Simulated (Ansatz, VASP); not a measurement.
**KCl in VASP and in Ansatz**

```
K Cl
1.0
     0.00000    3.15610    3.15610
     3.15610    0.00000    3.15610
     3.15610    3.15610    0.00000
K Cl
1 1
Direct
  0.01639 0.01006 0.97994
  0.50000 0.50000 0.50000
```

Change from the starting cell: one atom moved.

Alike in both runs: task single point; functional PBE; k mesh 6 × 6 × 6; occupations gaussian, width 0.02 eV; no spin polarisation.

|  | VASP | Ansatz |
| --- | --- | --- |
| version | VASP 6.6.1 | Ansatz 0.2.0 |
| potentials or method | VASP PAW PBE potentials, release 64 (K_sv, Cl), cutoff 520 eV | scalar-relativistic, plane waves, PAW |
| valence electrons in the cell | 16 | 16 |

```tsv
	VASP	Ansatz	Ansatz less VASP
gap on the k mesh at the Fermi level (eV)	5.16	5.16	+0.002
least direct gap on the mesh (eV)	5.16	5.16	+0.002
pressure (GPa)	0.7	0.6	-0.03
traceless stress, the component that is largest in VASP (GPa)	0.11	0.11	-0.002
rms of the force components (eV/Å)	0.068	0.067	-0.0012
```

Atom by atom the forces differ by 0.001 eV/Å (rms over components). With one functional, cell and mesh, what is left measures potentials, basis and numerics.
